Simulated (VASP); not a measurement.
A run of VASP 6.6.1 is set up as follows.

INCAR

```
SYSTEM = CdO
ALGO = Normal
EDIFF = 1E-6
ENCUT = 600
GGA = PE
GGA_COMPAT = .FALSE.
ISIF = 2
ISMEAR = -1
IVDW = 13
LASPH = .TRUE.
LCHARG = .FALSE.
LREAL = .FALSE.
LWAVE = .FALSE.
NBANDS = 16
NELM = 120
PREC = Accurate
SIGMA = 0.05
```

File KPOINTS:

```
k-points
0
G
  10 10 10
  0 0 0
```

The input POSCAR:

```
CdO
1.0
    0.0000000000      2.3337310685      2.3337310685
    2.3337310685      0.0000000000      2.3337310685
    2.3337310685      2.3337310685      0.0000000000
Cd O
1 1
Direct
    0.0000000000      0.0000000000      0.0000000000
    0.5000000000      0.5000000000      0.5000000000
```

Potentials or basis: VASP PAW PBE potentials, release 64 (Cd, O).

Run with:

```bash
$ cat potpaw_PBE.64/Cd/POTCAR potpaw_PBE.64/O/POTCAR > POTCAR
$ mpirun -np 1 vasp_std > vasp.out
```

(1) Estimate the dispersion energy per atom.

(2) Estimate the pressure.

(3) Predict the band gap on the k mesh.

Results:

(1) -0.320 eV.

(2) 7.0 GPa.

(3) zero (band 9 reaches 2.23 eV, above the bottom of band 10 at 1.85 eV).

Caveat: pairwise dispersion overbinds metals, which lowers pressure and volume.
